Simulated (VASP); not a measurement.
A run of VASP 6.6.1:

File INCAR:

```
SYSTEM = Bi
PREC = Accurate
ENCUT = 520
EDIFF = 1E-6
ISMEAR = 0
SIGMA = 0.02
LREAL = .FALSE.
LASPH = .TRUE.
NELM = 80
ALGO = Normal
ISIF = 2
LWAVE = .FALSE.
LCHARG = .FALSE.
LDIPOL = .TRUE.
IDIPOL = 3
DIPOL = 0.5 0.5 0.500
NBANDS = 22
```

File KPOINTS:

```
Automatic mesh
0
G
  9 9 1
  0 0 0
```

POSCAR

```
Bi
1.0
    4.4190000000      0.0000000000      0.0000000000
   -2.2095000000      3.8269662593      0.0000000000
    0.0000000000      0.0000000000     28.0000000000
Bi
2
Direct
    0.3333333333      0.6666666667      0.5459464286
    0.6666666667      0.3333333333      0.4540535714
```

Potentials or basis: VASP PAW LDA potentials, release 64 (Bi_d).

Run with:

```bash
$ cat potpaw_LDA.64/Bi_d/POTCAR > POTCAR
$ mpirun -np 1 vasp_std > vasp.out
```

Hardware: 1 thread of AMD EPYC 7R13, with other jobs on the host.

Task: Estimate the wall time of this run.

Result: Run time: 4.6 min on 1 thread of AMD EPYC 7R13, with other jobs on the host, peak memory 0.42 GiB. Counts: scf iterations 21, k points 12.
